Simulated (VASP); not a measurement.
# PtSe2 (Sudovikovite) (P-3m1) in VASP: single point with LDA

Aim: the single point of PtSe2 (Sudovikovite) with LDA.

Program: VASP 6.6.1. These are calculated values, not measurements. Logs are shortened: lines on timing, memory, paths and dates and some standing lists are left out, and cuts for length are marked.

## Step 1: The cell of the first run

It takes space group P-3m1 (No. 164, trigonal). The conventional cell has a = 3.743 Å, b = 3.743 Å, c = 4.761 Å, α = 90.00°, β = 90.00°, γ = 120.00°. Pt (site symmetry -3m) has 6 Se at 2.50 Å within 3.3 Å. Within 3.3 Å of Se (site symmetry 3m) lie 3 Pt at 2.50 Å and 3 Se at 3.11 Å.

## Step 2: Single point, LDA

File INCAR:

```
PREC = Accurate ; ENCUT = 520
EDIFF = 1E-6 ; ISMEAR = -1
SIGMA = 0.1 ; LREAL = F
LASPH = T ; NELM = 60
ALGO = Normal ; ISIF = 2
LWAVE = F ; LCHARG = T
GGA = CA ; LELF = T
LVHAR = T ; NBANDS = 18
```

File KPOINTS:

```
regular mesh
0
Gamma
  10 10 6
```

File POSCAR:

```
PtSe2
1.0
    3.7427146299      0.0000000000      0.0000000000
   -1.8713573150      3.2412859486      0.0000000000
    0.0000000000      0.0000000000      4.7606813105
Pt Se
1 2
Direct
    0.0000000000      0.0000000000      0.0000000000
    0.3333333333      0.6666666667      0.2644564469
    0.6666666667      0.3333333333      0.7355435531
```

Potentials or basis: VASP PAW LDA potentials, release 64 (Pt, Se).

On the command line:

```bash
$ cat potpaw_LDA.64/Pt/POTCAR potpaw_LDA.64/Se/POTCAR > POTCAR
$ mpirun -np 1 vasp_std > vasp.out
```

OUTCAR:

```text
PREC = Accurate
   ENCUT = 520
   EDIFF = 1E-6
   ISMEAR = -1
   LREAL = F
   LASPH = T
   NELM = 60
   ISIF = 2
   GGA = CA

 ion  position               nearest neighbor table
   1  0.000  0.000  0.000-   2 2.50   3 2.50   3 2.50   2 2.50   3 2.50   2 2.50
   2  0.333  0.667  0.264-   1 2.50   1 2.50   1 2.50
   3  0.667  0.333  0.736-   1 2.50   1 2.50   1 2.50

  LATTYP: Found a hexagonal cell.
 ALAT       =     3.7427146299
 C/A-ratio  =     1.2719861868

  Lattice vectors:

 A1 = (   3.7427146299,   0.0000000000,   0.0000000000)
 A2 = (  -1.8713573150,   3.2412859486,   0.0000000000)
 A3 = (   0.0000000000,   0.0000000000,   4.7606813105)

Analysis of symmetry for initial positions (statically):
=====================================================================
 Subroutine PRICEL returns:
 Original cell was already a primitive cell.

 Routine SETGRP: Setting up the symmetry group for a
 hexagonal supercell.

 Subroutine GETGRP returns: Found 12 space group operations
 (whereof 12 operations were pure point group operations)
 out of a pool of 24 trial point group operations.

The static configuration has the point symmetry D_3d.

Analysis of symmetry for dynamics (positions and initial velocities):
=====================================================================
 Subroutine PRICEL returns:
 Original cell was already a primitive cell.

 Routine SETGRP: Setting up the symmetry group for a
 hexagonal supercell.

 Subroutine GETGRP returns: Found 12 space group operations
 (whereof 12 operations were pure point group operations)
 out of a pool of 24 trial point group operations.

The dynamic configuration has the point symmetry D_3d.

 Subroutine INISYM returns: Found 12 space group operations
 (whereof 12 operations are pure point group operations),
 and found     1 'primitive' translations

----------------------------------------------------------------------------------------

                                     Primitive cell

  volume of cell :      57.7528

  direct lattice vectors                    reciprocal lattice vectors
     3.742714630  0.000000000  0.000000000     0.267185746  0.154259762  0.000000000
    -1.871357315  3.241285949  0.000000000     0.000000000  0.308519525  0.000000000
     0.000000000  0.000000000  4.760681310     0.000000000  0.000000000  0.210053968

  length of vectors
     3.742714630  3.742714630  4.760681310     0.308519525  0.308519525  0.210053968

  position of ions in fractional coordinates (direct lattice)
     0.000000000  0.000000000  0.000000000
     0.333333333  0.666666667  0.264456447
     0.666666667  0.333333333  0.735543553

  ion indices of the primitive-cell ions
   primitive index   ion index
                 1           1
                 2           2
                 3           3

----------------------------------------------------------------------------------------

 KPOINTS: regular mesh

Automatic generation of k-mesh.
 Grid dimensions read from file:
 generate k-points for:   10   10    6

 Generating k-lattice:

  Cartesian coordinates                     Fractional coordinates (reciprocal lattice)
     0.026718575  0.015425976  0.000000000     0.100000000 -0.000000000  0.000000000
     0.000000000  0.030851952  0.000000000     0.000000000  0.100000000  0.000000000
     0.000000000  0.000000000  0.035008995     0.000000000  0.000000000  0.166666667

  Length of vectors
     0.030851952  0.030851952  0.035008995

  Shift w.r.t. Gamma in fractional coordinates (k-lattice)
     0.000000000  0.000000000  0.000000000

 Subroutine IBZKPT returns following result:
 ===========================================

 Found     72 irreducible k-points:

 Following reciprocal coordinates:
            Coordinates               Weight
  0.000000  0.000000  0.000000      1.000000
  0.100000 -0.000000  0.000000      6.000000
  0.200000 -0.000000  0.000000      6.000000
  0.300000 -0.000000  0.000000      6.000000
  0.400000  0.000000  0.000000      6.000000
  0.500000 -0.000000  0.000000      3.000000
[... 16 lines left out ...]
  0.000000  0.400000  0.166667      6.000000
  0.500000 -0.000000  0.166667      6.000000
 [... further k-points ...]
   k-points           NKPTS =     72   k-points in BZ     NKDIM =     72   number of bands    NBANDS=     18
   number of dos      NEDOS =    301   number of ions     NIONS =      3
   total plane-waves  NPLWV =  28224
   dimension x,y,z NGX =    28 NGY =   28 NGZ =   36
   dimension x,y,z NGXF=    56 NGYF=   56 NGZF=   72
   ions per type =               1   2
   NGX,Y,Z   is equivalent  to a cutoff of  12.44, 12.44, 12.57 a.u.
   NGXF,Y,Z  is equivalent  to a cutoff of  24.87, 24.87, 25.14 a.u.
 SYSTEM =  unknown system
   PREC   = accura    normal or accurate (medium, high low for compatibility)
   ISTART =      0    job   : 0-new  1-cont  2-samecut
   ICHARG =      2    charge: 1-file 2-atom 10-const
   ISPIN  =      1    spin polarized calculation?
   LNONCOLLINEAR =      F non collinear calculations
   LSORBIT =      F    spin-orbit coupling
   LASPH  =      T    aspherical Exc in radial PAW
   ENCUT  =  520.0 eV  38.22 Ry    6.18 a.u.   6.96  6.96  8.85*2*pi/ulx,y,z
   NELM   =     60;   NELMIN=  2; NELMDL= -5     # of ELM steps
   EDIFF  = 0.1E-05   stopping-criterion for ELM
   LREAL  =      F    real-space projection
   EDIFFG = 0.1E-04   stopping-criterion for IOM
   NSW    =      0    number of steps for IOM
   IBRION =     -1    ionic relax: 0-MD 1-quasi-New 2-CG
   NFREE  =      0    steps in history (QN), initial steepest desc. (CG)
   ISIF   =      2    stress and relaxation
   ISYM   =      2    0-nonsym 1-usesym 2-fastsym
   POTIM  = 0.5000    time-step for ionic-motion
   TEBEG  =    0.0;   TEEND  =   0.0 temperature during run
   PSTRESS=    0.0 pullay stress
   NELECT =      22.0000    total number of electrons
   NUPDOWN=      -1.0000    fix difference up-down
   EMIN   =  10.00;   EMAX   =-10.00  energy-range for DOS
   EFERMI =   0.00;   METHOD = LEGACY
   ISMEAR =    -1;   SIGMA  =   0.10  broadening in eV -4-tet -1-fermi 0-gaus
   EFERMI_NEDOS =   21; number of points for ismear=-14 and -15
   IALGO  =     38    algorithm
   IMIX   =      4    mixing-type and parameters
     AMIX     =   0.40;   BMIX     =  1.00
     AMIX_MAG =   1.60;   BMIX_MAG =  1.00
  volume/ion in A,a.u.               =      19.25       129.91
  Fermi-wavevector in a.u.,A,eV,Ry     =   1.186747  2.242626 19.162003  1.408368
  Thomas-Fermi vector in A             =   2.322913
   LORBIT       =      0    0 simple, 1 ext, 2 COOP (PROOUT), +10 PAW based schemes
   GGA     = CA    functional components
   LHFCALC =     F    Hartree Fock is set to
   AEXX    =    0.0000 exact exchange contribution
   IVDW    =     0    specifies the selected vdW correction
   LEPSILON=     F    determine dielectric tensor
   LRPA    =     F    only Hartree local field effects (RPA)
 non-spin polarized calculation
  energy-cutoff  :      520.00
  volume of cell :       57.75
 maximum number of plane-waves:      1572
   NGX = 13   NGY = 13   NGZ = 17

 number of electron      21.9999998 magnetization

 Free energy of the ion-electron system (eV)
  ---------------------------------------------------
  ext. energy  EPLUGINS =         0.00000000
  ---------------------------------------------------
  free energy    TOTEN  =       -17.10487962 eV

  energy without entropy =      -17.07905132  energy(sigma->0) =      -17.09196547

 E-fermi :   7.0476     XC(G=0): -11.2049

 val. band max:        6.9386070858   @ k =   0.0000   0.2000   0.3333
 cond. band min:       7.0691945053   @ k =  -0.1000   0.4000   0.1667
 fundamental gap:      0.1305874196
 Fermi energy:         7.0475924138

 k-point     1 :       0.0000    0.0000    0.0000
  band No.  band energies     occupation
      1      -8.8417      2.00000
      2      -5.5401      2.00000
      3      -0.2558      2.00000
      4       0.6003      2.00000
      5       0.6003      2.00000
      6       3.1612      2.00000
[... 10 lines left out ...]
     17      14.3005      0.00000
     18      18.8018      0.00000

 k-point     2 :       0.1000   -0.0000    0.0000
  band No.  band energies     occupation
      1      -8.7292      2.00000
      2      -5.6128      2.00000
      3      -0.1175      2.00000
      4       0.6738      2.00000
      5       0.7172      2.00000
      6       3.0038      2.00000
[... 10 lines left out ...]
     17      14.6380      0.00000
     18      17.3449      0.00000

 k-point     3 :       0.2000   -0.0000    0.0000
  band No.  band energies     occupation
      1      -8.4066      2.00000
      2      -5.8060      2.00000
      3       0.2698      2.00000
      4       0.8738      2.00000
      5       1.0318      2.00000
      6       2.3617      2.00000
[... 10 lines left out ...]
     17      15.3291      0.00000
     18      15.8498      0.00000

 k-point     4 :       0.3000   -0.0000    0.0000
  band No.  band energies     occupation
      1      -7.9223      2.00000
      2      -6.0726      2.00000
      3       0.7077      2.00000
      4       1.1281      2.00000
      5       1.1285      2.00000
      6       1.8169      2.00000
[... 375 lines left out ...]
      4       1.3114      2.00000
      5       1.6431      2.00000
      6       2.2256      2.00000
[... 10 lines left out ...]
     17      15.5517      0.00000
     18      16.7367      0.00000

 k-point    23 :       0.0000    0.4000    0.1667
  band No.  band energies     occupation
      1      -7.3772      2.00000
      2      -6.3057      2.00000
      3      -0.2529      2.00000
      4       0.9289      2.00000
      5       1.1563      2.00000
      6       2.7973      2.00000
[... 10 lines left out ...]
     17      16.0104      0.00000
     18      17.0827      0.00000

 k-point    24 :       0.5000   -0.0000    0.1667
  band No.  band energies     occupation
      1      -6.9828      2.00000
      2      -6.6202      2.00000
      3      -0.3586      2.00000
      4       1.2613      2.00000
      5       1.3832      2.00000
      6       2.9080      2.00000
[... 10 lines left out ...]
     17      15.7876      0.00000
     18      17.7304      0.00000

 [... further k-points ...]

------------------------ aborting loop because EDIFF is reached ----------------------------------------

  FORCE on cell =-STRESS in cart. coord.  units (eV):
  Direction    XX          YY          ZZ          XY          YZ          ZX
  --------------------------------------------------------------------------------------
  -------------------------------------------------------------------------------------
  Total        0.1758650      0.1758650      0.1041080     -0.0000000      0.0000000     -0.0000000
  in kB        4.8788431      4.8788431      2.8881611     -0.0000000      0.0000000     -0.0000000
  external PRESSURE =       4.2152824 kB  Pullay stress =       0.0000000 kB

 VOLUME and BASIS-vectors are now :
 -----------------------------------------------------------------------------
  energy-cutoff  :      520.00
  volume of cell :       57.75
      direct lattice vectors                 reciprocal lattice vectors
     3.742714630  0.000000000  0.000000000     0.267185746  0.154259762  0.000000000
    -1.871357315  3.241285949  0.000000000     0.000000000  0.308519525  0.000000000
     0.000000000  0.000000000  4.760681310     0.000000000  0.000000000  0.210053968

 POSITION                                       TOTAL-FORCE (eV/Angst)
 -----------------------------------------------------------------------------------
      0.00000      0.00000      0.00000        -0.000000      0.000000      0.000000
     -0.00000      2.16086      1.25899         0.000000      0.000000      0.050080
      1.87136      1.08043      3.50169         0.000000     -0.000000     -0.050080
 -----------------------------------------------------------------------------------
    total drift:                               -0.000000      0.000000      0.000000

  FREE ENERGIE OF THE ION-ELECTRON SYSTEM (eV)
  ---------------------------------------------------
  free  energy   TOTEN  =       -17.1048796189 eV

  energy  without entropy=      -17.0790513152  energy(sigma->0) =      -17.09196547
```

Wall time 32 s (1 thread of Intel Xeon Platinum 8488C (Sapphire Rapids), shared host); peak memory 0.2 GiB.

What came out:

| Property | Result |
| --- | --- |
| Free energy | -17.1049 eV |
| Pressure | 0.4 GPa |
| Largest force | 0.050 eV/Å |
| Band gap on the k mesh | zero (band 11 reaches 7.93 eV, above the bottom of band 12 at 7.07 eV) |

Forces in eV/Å, atoms in the order of the input:
```
Pt   0.000  0.000  0.000
Se   0.000  0.000  0.050
Se   0.000  0.000 -0.050
```

Levels at points of the mesh, in eV from the Fermi level:
```csv
k point,band 7,band 8,band 9,band 10,band 11,band 12,band 13,band 14,band 15,band 16
"(0.00, 0.00, 0.00)",-3.89,-2.45,-1.00,-1.00,0.88,1.15,1.15,3.19,4.22,7.25
"(0.50, 0.00, 0.00)",-3.81,-3.77,-3.39,-3.33,-2.93,0.55,2.66,5.11,6.14,7.08
"(0.00, 0.00, 0.50)",-3.95,-2.97,-1.72,-1.72,-1.62,2.48,2.48,4.98,6.57,6.57
"(0.50, 0.00, 0.50)",-3.42,-3.42,-3.12,-2.66,-1.07,0.68,1.55,4.82,5.10,7.79
```

Caveat: spin-orbit coupling is left out, which moves the levels of the heavy elements.
